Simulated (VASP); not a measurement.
# Ir (Fm-3m) in VASP: a series of runs

The runs below take Ir through single point, with HSE06.

Program: VASP 6.6.1. These are calculated values, not measurements. Logs are shortened: lines on timing, memory, paths and dates and some standing lists are left out, and cuts for length are marked.

### Step 1. The cell of the first run

The structure is cubic, space group Fm-3m (No. 225). Conventional cell: a = 3.844 Å, b = 3.844 Å, c = 3.844 Å, α = 90.00°, β = 90.00°, γ = 90.00°. Within 3.6 Å of Ir (site symmetry m-3m) lie 12 Ir at 2.72 Å.

### Step 2. Single point, HSE06

The input, POSCAR:

```
Ir
1.0
    0.0000000000      1.9220130315      1.9220130315
    1.9220130315      0.0000000000      1.9220130315
    1.9220130315      1.9220130315      0.0000000000
Ir
1
Direct
    0.0000000000      0.0000000000      0.0000000000
```

The input, INCAR.step1:

```
PREC = Accurate
ENCUT = 520
EDIFF = 1E-5
ISMEAR = -1
SIGMA = 0.1
LREAL = False
LASPH = True
NELM = 60
ALGO = Normal
ISIF = 2
LWAVE = True
NBANDS = 10
GGA = PE
```

The input, INCAR.step2:

```
PREC = Accurate
ENCUT = 520
EDIFF = 1E-6
ISMEAR = -1
SIGMA = 0.1
LREAL = False
LASPH = True
NELM = 60
ALGO = Normal
ISIF = 2
LWAVE = False
LCHARG = True
GGA = PE
LHFCALC = True
HFSCREEN = 0.2079
PRECFOCK = Normal
LELF = True
LVHAR = True
NBANDS = 10
ISTART = 1
```

The input, KPOINTS:

```
Automatic mesh
0
Gamma
  6 6 6
```

Potentials or basis: VASP PAW PBE potentials, release 64 (Ir).

Run with:

```bash
> cat potpaw_PBE.64/Ir/POTCAR > POTCAR
> cp INCAR.step1 INCAR
> mpirun -np 1 vasp_std > vasp.out
> cp INCAR.step2 INCAR
> mpirun -np 1 vasp_std > vasp.out
```

OUTCAR:

```text
PREC = Accurate
   ENCUT = 520
   EDIFF = 1E-6
   ISMEAR = -1
   LREAL = False
   LASPH = True
   NELM = 60
   ISIF = 2
   GGA = PE
   LHFCALC = True
   HFSCREEN = 0.2079
   PRECFOCK = Normal
   ISTART = 1

 ion  position               nearest neighbor table
   1  0.000  0.000  0.000-

  LATTYP: Found a face centered cubic cell.
 ALAT       =     3.8440260630

  Lattice vectors:

 A1 = (   0.0000000000,   1.9220130315,   1.9220130315)
 A2 = (   1.9220130315,   0.0000000000,   1.9220130315)
 A3 = (   1.9220130315,   1.9220130315,   0.0000000000)

Analysis of symmetry for initial positions (statically):
=====================================================================
 Subroutine PRICEL returns:
 Original cell was already a primitive cell.

 Routine SETGRP: Setting up the symmetry group for a
 face centered cubic supercell.

 Subroutine GETGRP returns: Found 48 space group operations
 (whereof 48 operations were pure point group operations)
 out of a pool of 48 trial point group operations.

The static configuration has the point symmetry O_h .

Analysis of symmetry for dynamics (positions and initial velocities):
=====================================================================
 Subroutine PRICEL returns:
 Original cell was already a primitive cell.

 Routine SETGRP: Setting up the symmetry group for a
 face centered cubic supercell.

 Subroutine GETGRP returns: Found 48 space group operations
 (whereof 48 operations were pure point group operations)
 out of a pool of 48 trial point group operations.

The dynamic configuration has the point symmetry O_h .

 Subroutine INISYM returns: Found 48 space group operations
 (whereof 48 operations are pure point group operations),
 and found     1 'primitive' translations

----------------------------------------------------------------------------------------

                                     Primitive cell

  volume of cell :      14.2003

  direct lattice vectors                    reciprocal lattice vectors
     0.000000000  1.922013031  1.922013031    -0.260143918  0.260143918  0.260143918
     1.922013031  0.000000000  1.922013031     0.260143918 -0.260143918  0.260143918
     1.922013031  1.922013031  0.000000000     0.260143918  0.260143918 -0.260143918

  length of vectors
     2.718136896  2.718136896  2.718136896     0.450582483  0.450582483  0.450582483

  position of ions in fractional coordinates (direct lattice)
     0.000000000  0.000000000  0.000000000

  ion indices of the primitive-cell ions
   primitive index   ion index
                 1           1

----------------------------------------------------------------------------------------

 KPOINTS: Automatic mesh

Automatic generation of k-mesh.
 Grid dimensions read from file:
 generate k-points for:    6    6    6

 Generating k-lattice:

  Cartesian coordinates                     Fractional coordinates (reciprocal lattice)
    -0.043357320  0.043357320  0.043357320     0.166666667  0.000000000  0.000000000
     0.043357320 -0.043357320  0.043357320     0.000000000  0.166666667  0.000000000
     0.043357320  0.043357320 -0.043357320     0.000000000  0.000000000  0.166666667

  Length of vectors
     0.075097080  0.075097080  0.075097080

  Shift w.r.t. Gamma in fractional coordinates (k-lattice)
     0.000000000  0.000000000  0.000000000

 Subroutine IBZKPT returns following result:
 ===========================================

 Found     16 irreducible k-points:

 Following reciprocal coordinates:
            Coordinates               Weight
  0.000000  0.000000  0.000000      1.000000
  0.166667  0.000000  0.000000      8.000000
  0.333333  0.000000  0.000000      8.000000
  0.500000  0.000000  0.000000      4.000000
  0.166667  0.166667  0.000000      6.000000
  0.333333  0.166667  0.000000     24.000000
[... 8 lines left out ...]
 -0.333333  0.333333  0.166667     24.000000
 -0.333333  0.500000  0.166667     12.000000
   k-points           NKPTS =     16   k-points in BZ     NKDIM =    216   number of bands    NBANDS=     10
   number of dos      NEDOS =    301   number of ions     NIONS =      1
   total plane-waves  NPLWV =   8000
   dimension x,y,z NGX =    20 NGY =   20 NGZ =   20
   dimension x,y,z NGXF=    40 NGYF=   40 NGZF=   40
   ions per type =               1
   NGX,Y,Z   is equivalent  to a cutoff of  12.23, 12.23, 12.23 a.u.
   NGXF,Y,Z  is equivalent  to a cutoff of  24.46, 24.46, 24.46 a.u.
 SYSTEM =  unknown system
   PREC   = accura    normal or accurate (medium, high low for compatibility)
   ISTART =      1    job   : 0-new  1-cont  2-samecut
   ICHARG =      0    charge: 1-file 2-atom 10-const
   ISPIN  =      1    spin polarized calculation?
   LNONCOLLINEAR =      F non collinear calculations
   LSORBIT =      F    spin-orbit coupling
   LASPH  =      T    aspherical Exc in radial PAW
   ENCUT  =  520.0 eV  38.22 Ry    6.18 a.u.   5.05  5.05  5.05*2*pi/ulx,y,z
   NELM   =     60;   NELMIN=  2; NELMDL=  0     # of ELM steps
   EDIFF  = 0.1E-05   stopping-criterion for ELM
   LREAL  =      F    real-space projection
   EDIFFG = 0.1E-04   stopping-criterion for IOM
   NSW    =      0    number of steps for IOM
   IBRION =     -1    ionic relax: 0-MD 1-quasi-New 2-CG
   NFREE  =      0    steps in history (QN), initial steepest desc. (CG)
   ISIF   =      2    stress and relaxation
   ISYM   =      3    0-nonsym 1-usesym 2-fastsym
   POTIM  = 0.5000    time-step for ionic-motion
   TEBEG  =    0.0;   TEEND  =   0.0 temperature during run
   PSTRESS=    0.0 pullay stress
   NELECT =       9.0000    total number of electrons
   NUPDOWN=      -1.0000    fix difference up-down
   EMIN   =  10.00;   EMAX   =-10.00  energy-range for DOS
   EFERMI =   0.00;   METHOD = LEGACY
   ISMEAR =    -1;   SIGMA  =   0.10  broadening in eV -4-tet -1-fermi 0-gaus
   EFERMI_NEDOS =   21; number of points for ismear=-14 and -15
   IALGO  =     38    algorithm
   IMIX   =      1    mixing-type and parameters
     AMIX     =   0.40;   BMIX     =  1.00
     AMIX_MAG =   1.60;   BMIX_MAG =  1.00
  volume/ion in A,a.u.               =      14.20        95.83
  Fermi-wavevector in a.u.,A,eV,Ry     =   1.406229  2.657387 26.905244  1.977480
  Thomas-Fermi vector in A             =   2.528610
   LORBIT       =      0    0 simple, 1 ext, 2 COOP (PROOUT), +10 PAW based schemes
   GGA     = PE    functional components
   LHFCALC =     T    Hartree Fock is set to
   PRECFOCK=normal    Normal, Fast or Accurate (Low or Medium for compatibility)
   ENCUT4O =  -1.0   cutoff for four orbital integrals eV
   NKREDX  =     1    reduce k-point grid by
   NKREDY  =     1    reduce k-point grid by
   NKREDZ  =     1    reduce k-point grid by
   AEXX    =    0.2500 exact exchange contribution
   HFSCREEN=    0.2079 screening length (either q_TF or 0.3 A-1)
   HFSCREENC=   0.2079 screening length for correlation (either q_TF or 0.3 A-1)
   ENCUTFOCK=  -1.0 apply spherical cutoff to Coloumb kernel
   IVDW    =     0    specifies the selected vdW correction
   LEPSILON=     F    determine dielectric tensor
   LRPA    =     F    only Hartree local field effects (RPA)
 non-spin polarized calculation
  energy-cutoff  :      520.00
  volume of cell :       14.20
 maximum number of plane-waves:       392
  NGX = 16; NGY = 16; NGZ = 16

 number of electron       9.0000000 magnetization

 Free energy of the ion-electron system (eV)
  ---------------------------------------------------
  ext. energy  EPLUGINS =         0.00000000
  ---------------------------------------------------
  free energy    TOTEN  =       -10.10270617 eV

  energy without entropy =      -10.06544255  energy(sigma->0) =      -10.08407436

 E-fermi :   9.5478     XC(G=0): -11.3487

 val. band max:        9.4157405523   @ k =   0.5000   0.3333   0.1667
 cond. band min:       9.6567059767   @ k =   0.3333   0.0000   0.0000
 fundamental gap:      0.2409654244
 Fermi energy:         9.5477652611

 k-point     1 :       0.0000    0.0000    0.0000
  band No.  band energies     occupation
      1      -2.2343      2.00000
      2       5.4554      2.00000
      3       5.4554      2.00000
      4       5.4554      2.00000
      5       8.2174      2.00000
      6       8.2174      2.00000
      7      25.4637      0.00000
      8      31.2552      0.00000
      9      31.2552      0.00000
     10      31.2552      0.00000

 k-point     2 :       0.1667    0.0000    0.0000
  band No.  band energies     occupation
      1      -0.9697      2.00000
      2       4.9670      2.00000
      3       5.8902      2.00000
      4       5.8902      2.00000
      5       8.1370      2.00000
      6       8.1370      2.00000
      7      27.1107      0.00000
      8      27.5637      0.00000
      9      33.2310      0.00000
     10      33.2310      0.00000

 k-point     3 :       0.3333    0.0000    0.0000
  band No.  band energies     occupation
      1       0.8461      2.00000
      2       5.5941      2.00000
      3       5.5941      2.00000
      4       6.0629      2.00000
      5       9.6567      0.50346
      6       9.6567      0.50344
      7      22.3734      0.00000
      8      26.6986      0.00000
      9      34.1075      0.00000
     10      34.1075      0.00000

 k-point     4 :       0.5000    0.0000    0.0000
  band No.  band energies     occupation
      1       0.9388      2.00000
      2       5.2165      2.00000
      3       5.2165      2.00000
      4       9.0783      1.98187
      5      11.0025      0.00000
      6      11.0025      0.00000
      7      18.2550      0.00000
      8      24.9686      0.00000
      9      31.1865      0.00000
     10      31.1865      0.00000
[... 118 lines left out ...]
 k-point    14 :       0.5000    0.3333    0.1667
  band No.  band energies     occupation
      1       2.8880      2.00000
      2       3.4400      2.00000
      3       4.6645      2.00000
      4       8.2913      1.99999
      5       9.4157      1.57845
      6      13.3595      0.00000
      7      22.6554      0.00000
      8      25.0459      0.00000
      9      27.8858      0.00000
     10      34.4598      0.00000

 k-point    15 :      -0.3333    0.3333    0.1667
  band No.  band energies     occupation
      1       3.3074      2.00000
      2       3.4198      2.00000
      3       5.0958      2.00000
      4       7.5671      2.00000
      5      10.7692      0.00001
      6      17.5431      0.00000
      7      17.5959      0.00000
      8      24.6008      0.00000
      9      26.1944      0.00000
     10      32.9643      0.00000

 k-point    16 :      -0.3333    0.5000    0.1667
  band No.  band energies     occupation
      1       2.1884      2.00000
      2       2.9442      2.00000
      3       6.4951      2.00000
      4       8.5712      1.99989
      5      11.7357      0.00000
      6      17.5130      0.00000
      7      19.5562      0.00000
      8      21.6329      0.00000
      9      24.2084      0.00000
     10      36.2273      0.00000

------------------------ aborting loop because EDIFF is reached ----------------------------------------

  FORCE on cell =-STRESS in cart. coord.  units (eV):
  Direction    XX          YY          ZZ          XY          YZ          ZX
  --------------------------------------------------------------------------------------
  -------------------------------------------------------------------------------------
  Total       -0.2381744     -0.2381744     -0.2381744      0.0000000      0.0000000      0.0000000
  in kB      -26.8724188    -26.8724188    -26.8724188      0.0000000      0.0000000      0.0000000
  external PRESSURE =     -26.8724188 kB  Pullay stress =       0.0000000 kB

 VOLUME and BASIS-vectors are now :
 -----------------------------------------------------------------------------
  energy-cutoff  :      520.00
  volume of cell :       14.20
      direct lattice vectors                 reciprocal lattice vectors
     0.000000000  1.922013031  1.922013031    -0.260143918  0.260143918  0.260143918
     1.922013031  0.000000000  1.922013031     0.260143918 -0.260143918  0.260143918
     1.922013031  1.922013031  0.000000000     0.260143918  0.260143918 -0.260143918

 POSITION                                       TOTAL-FORCE (eV/Angst)
 -----------------------------------------------------------------------------------
      0.00000      0.00000      0.00000         0.000000     -0.000000      0.000000
 -----------------------------------------------------------------------------------
    total drift:                                0.000002      0.000004      0.000004

  FREE ENERGIE OF THE ION-ELECTRON SYSTEM (eV)
  ---------------------------------------------------
  free  energy   TOTEN  =       -10.1027061717 eV

  energy  without entropy=      -10.0654425488  energy(sigma->0) =      -10.08407436
```

It took 9.5 min on 1 thread of AMD EPYC 7R43 (Zen 3), shared host; peak memory 0.2 GiB.

What came out:

* Free energy: -10.1027 eV
* Pressure: -2.7 GPa

Levels at points of the mesh, in eV from the Fermi level:
| k point | band 2 | band 3 | band 4 | band 5 | band 6 | band 7 |
| --- | --- | --- | --- | --- | --- | --- |
| (0.00, 0.00, 0.00) | -4.09 | -4.09 | -4.09 | -1.33 | -1.33 | 15.92 |
| (0.50, 0.00, 0.00) | -4.33 | -4.33 | -0.47 | 1.45 | 1.45 | 8.71 |
| (0.50, 0.50, 0.00) | -7.85 | 1.09 | 2.16 | 2.16 | 2.28 | 12.13 |

Caveat: the k points lie up to 0.47 Å⁻¹ apart; the PAW data sets were made with another functional, which shifts forces and pressure a little; spin-orbit coupling is left out, which moves the levels of the heavy elements.

### Step 3. Single point, HSE06

POSCAR is that of step 2.

The input, INCAR.step1:

```
SYSTEM = Ir
  PREC = Accurate
  ENCUT = 520
  EDIFF = 1E-5
  ISMEAR = -1
  SIGMA = 0.1
  LREAL = .FALSE.
  LASPH = .TRUE.
  NELM = 100
  ALGO = Normal
  ISIF = 2
  LWAVE = .TRUE.
  GGA = PE
  NBANDS = 10
```

The input, INCAR.step2:

```
SYSTEM = Ir
  PREC = Accurate
  ENCUT = 520
  EDIFF = 1E-6
  ISMEAR = -1
  SIGMA = 0.1
  LREAL = .FALSE.
  LASPH = .TRUE.
  NELM = 100
  ALGO = Normal
  ISIF = 2
  LWAVE = .FALSE.
  LCHARG = .TRUE.
  GGA = PE
  LHFCALC = .TRUE.
  HFSCREEN = 0.2079
  PRECFOCK = Normal
  LELF = .TRUE.
  LVHAR = .TRUE.
  ISTART = 1
  NBANDS = 10
```

The input, KPOINTS:

```
Automatic mesh
0
G
  6 6 6
  0 0 0
```

Potentials or basis: VASP PAW PBE potentials, release 64 (Ir).

Run with:

```bash
> cat potpaw_PBE.64/Ir/POTCAR > POTCAR
> cp INCAR.step1 INCAR
> mpirun -np 1 vasp_std > vasp.out
> cp INCAR.step2 INCAR
> mpirun -np 1 vasp_std > vasp.out
```

Run time: 11 min. Hardware: 1 thread of AMD EPYC 7R43 (Zen 3), shared host; peak memory 0.2 GiB.

The run converged. Its results:

- Free energy: -10.1027 eV
- Pressure: -2.7 GPa

Levels at points of the mesh, in eV from the Fermi level:
```tsv
k point	band 2	band 3	band 4	band 5	band 6	band 7
(0.00, 0.00, 0.00)	-4.09	-4.09	-4.09	-1.33	-1.33	15.92
(0.50, 0.00, 0.00)	-4.33	-4.33	-0.47	1.45	1.45	8.71
(0.50, 0.50, 0.00)	-7.85	1.09	2.16	2.16	2.28	12.13
```

Caveat: the k points lie up to 0.47 Å⁻¹ apart; the PAW data sets were made with another functional, which shifts forces and pressure a little; spin-orbit coupling is left out, which moves the levels of the heavy elements.

### Step 4. Single point, HSE06

This run uses another cell than the first one, of 14.64 Å³/atom, 1.031 times its volume.

The input, POSCAR:

```
Ir
1.0
    0.0000000000      1.9414286187      1.9414286187
    1.9414286187      0.0000000000      1.9414286187
    1.9414286187      1.9414286187      0.0000000000
Ir
1
Direct
    0.0000000000      0.0000000000      0.0000000000
```

The input, INCAR.step1:

```
SYSTEM = Ir
PREC     = Accurate       ! precision mode
ENCUT    = 520            ! plane-wave cutoff, eV
EDIFF    = 1E-5           ! SCF threshold, eV
ISMEAR   = -1             ! smearing method
SIGMA    = 0.1            ! smearing width, eV
LREAL    = .FALSE.        ! projectors in reciprocal space
LASPH    = .TRUE.         ! aspherical terms in the spheres
NELM     = 100            ! most SCF steps
ALGO     = Normal         ! electronic algorithm
ISIF     = 2              ! what is computed and relaxed
LWAVE    = .TRUE.         ! write WAVECAR
GGA      = PE             ! functional
NBANDS   = 10             ! bands
```

The input, INCAR.step2:

```
SYSTEM = Ir
PREC     = Accurate       ! precision mode
ENCUT    = 520            ! plane-wave cutoff, eV
EDIFF    = 1E-6           ! SCF threshold, eV
ISMEAR   = -1             ! smearing method
SIGMA    = 0.1            ! smearing width, eV
LREAL    = .FALSE.        ! projectors in reciprocal space
LASPH    = .TRUE.         ! aspherical terms in the spheres
NELM     = 100            ! most SCF steps
ALGO     = Normal         ! electronic algorithm
ISIF     = 2              ! what is computed and relaxed
LWAVE    = .FALSE.        ! write WAVECAR
LCHARG   = .TRUE.         ! write CHGCAR
GGA      = PE             ! functional
LHFCALC  = .TRUE.         ! exact exchange
HFSCREEN = 0.2079         ! screening, 1/A
PRECFOCK = Normal       
LELF     = .TRUE.         ! ELF
LVHAR    = .TRUE.       
ISTART   = 1            
NBANDS   = 10             ! bands
```

The input, KPOINTS:

```
regular mesh
0
G
  6 6 6
  0 0 0
```

Run with:

```bash
> cat potpaw_PBE.64/Ir/POTCAR > POTCAR
> cp INCAR.step1 INCAR
> mpirun -np 1 vasp_std > vasp.out
> cp INCAR.step2 INCAR
> mpirun -np 1 vasp_std > vasp.out
```

It took 10 min on 1 thread of AMD EPYC 7R43 (Zen 3), shared host; peak memory 0.2 GiB.

Results (log left out):

```yaml
Free_energy: -10.0809 eV
Pressure: -13.3 GPa
```

Levels at points of the mesh, in eV from the Fermi level:
```csv
k point,band 2,band 3,band 4,band 5,band 6,band 7
"(0.00, 0.00, 0.00)",-3.92,-3.92,-3.92,-1.30,-1.30,15.94
"(0.50, 0.00, 0.00)",-4.16,-4.16,-0.40,1.37,1.37,8.37
"(0.50, 0.50, 0.00)",-7.52,1.01,2.05,2.05,2.27,11.68
```

Caveat: the k points lie up to 0.47 Å⁻¹ apart; the PAW data sets were made with another functional, which shifts forces and pressure a little; spin-orbit coupling is left out, which moves the levels of the heavy elements.
